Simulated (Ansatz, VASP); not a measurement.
# SnO in VASP and in Ansatz

```
CELL_PARAMETERS angstrom
3.82056 -0.00001 0.00000
0.00001 3.82056 0.00000
0.00000 0.00000 22.22811
ATOMIC_POSITIONS crystal
Sn 0.75000 0.25000 0.20245
Sn 0.25000 0.75000 0.30880
Sn 0.25000 0.87500 0.50000
Sn 0.75000 0.37500 0.60635
O 0.25000 0.25000 0.25562
O 0.75000 0.75000 0.25562
O 0.75000 0.87500 0.55318
O 0.25000 0.37500 0.55318
```

Alike in both runs: task single point; functional PBE; dispersion D3(BJ); k mesh 7 × 7 × 1; occupations gaussian, width 0.05 eV; no spin polarisation.

```csv
,VASP,Ansatz
version,VASP 6.6.1,Ansatz 0.2.0
potentials or method,"VASP PAW PBE potentials, release 64 (Sn_d, O), cutoff 520 eV","scalar-relativistic, plane waves, PAW"
valence electrons in the cell,80,80
```

```tsv
	VASP	Ansatz	Ansatz less VASP
gap on the k mesh at the Fermi level (eV)	2.45	2.46	+0.007
least direct gap on the mesh (eV)	2.56	2.60	+0.039
rms of the force components (eV/Å)	0.025	0.016	-0.0092
```

Ansatz's warnings: structure snapped to symmetry.
